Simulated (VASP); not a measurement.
Set up this calculation in VASP 6.6.1, as the native input.

```
Task                   : single point
Functional             : PBEsol
Potentials or basis    : VASP PAW PBE potentials, release 64 (Li_sv, F)
Cutoff                 : 520 eV
k mesh                 : 10 × 10 × 10
Occupations            : gaussian, width 0.02 eV
Spin                   : no spin polarisation
Dipole correction      : no
Further INCAR settings : ALGO = Normal; EDIFF = 1e-06; NBANDS = 12
```

The structure of LiF lies in POSCAR:

```
LiF
1.0
    0.0000000000      2.0040699762      2.0040699762
    2.0040699762      0.0000000000      2.0040699762
    2.0040699762      2.0040699762      0.0000000000
Li F
1 1
Direct
    0.0000000000      0.0000000000      0.0000000000
    0.5000000000      0.5000000000      0.5000000000
```

One way to write it, as run:

INCAR

```
PREC     = Accurate       # precision mode
ENCUT    = 520            # plane-wave cutoff, eV
EDIFF    = 1E-6           # SCF threshold, eV
ISMEAR   = 0              # smearing method
SIGMA    = 0.02           # smearing width, eV
LREAL    = False          # projectors in reciprocal space
LASPH    = True           # aspherical terms in the spheres
NELM     = 100            # most SCF steps
ALGO     = Normal         # electronic algorithm
ISIF     = 2              # what is computed and relaxed
LWAVE    = False          # write WAVECAR
LCHARG   = False          # write CHGCAR
GGA      = PS             # functional
NBANDS   = 12             # bands
```

KPOINTS

```
Automatic mesh
0
Gamma
  10 10 10
```

Potentials or basis: VASP PAW PBE potentials, release 64 (Li_sv, F).

Run with:

```bash
$ cat potpaw_PBE.64/Li_sv/POTCAR potpaw_PBE.64/F/POTCAR > POTCAR
$ mpirun -np 1 vasp_std > vasp.out
```

Results of the run:

The band gap on the k mesh is 9.05 eV.

Wall time 8.1 s on 1 thread of Intel(R) Xeon(R) Platinum 8375C CPU @ 2.90GHz (Ice Lake), with other jobs on the host, peak memory 0.13 GiB.
